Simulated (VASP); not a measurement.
Crystal: Re.

```
CELL_PARAMETERS angstrom
2.56093 0.00000 0.00000
0.00000 2.56093 0.00000
0.00000 0.00000 2.62392
ATOMIC_POSITIONS crystal
Re 0.00000 0.00000 0.00000
```

* Program: VASP 6.6.1
* Task: relaxation of cell and atoms
* Functional: PBE
* Potentials or basis: VASP PAW PBE potentials, release 64 (Re)
* Cutoff: 600 eV
* k mesh: 22 × 22 × 20
* Occupations: gaussian, width 0.1 eV
* Spin: no spin polarisation

At the start: pressure -2.0 GPa; volume 17.21 Å³/atom.

Question: How do energy, volume and symmetry change on relaxing?

Answer: Over 12 steps the energy falls by 2.0 meV/atom and the volume is 17.12 Å³/atom (-0.5 %); space group Pm-3m (No. 221, to 0.1 Å) before, P4/mmm (No. 123, to 0.1 Å).

Step by step:
| step | energy change (eV) | largest force (eV/Å) | pressure (GPa) | volume (Å³) |
| --- | --- | --- | --- | --- |
| 1 | 0.0000 | 0.0000 | -1.98 | 17.21 |
| 2 | 0.0074 | 0.0000 | 6.67 | 16.68 |
| 3 | -0.0008 | 0.0000 | 0.06 | 17.08 |
| 4 | -0.0008 | 0.0000 | 0.10 | 17.08 |
| 5 | -0.0006 | 0.0000 | -0.93 | 17.15 |
| 6 | -0.0008 | 0.0000 | -0.03 | 17.09 |
| 7 | -0.0009 | 0.0000 | -0.02 | 17.09 |
| 8 | -0.0013 | 0.0000 | 0.08 | 17.09 |
| 9 | -0.0020 | 0.0000 | 0.33 | 17.10 |
| 10 | -0.0020 | 0.0000 | -0.32 | 17.14 |
| 11 | -0.0020 | 0.0000 | 0.11 | 17.11 |
| 12 | -0.0020 | 0.0000 | 0.00 | 17.12 |

Final structure:
```
Re
1.0
     2.53585    0.00000    0.00000
     0.00000    2.53585    0.00000
     0.00000    0.00000    2.66208
Re
1
Cartesian
  2.5359 0.0000 0.0000
```
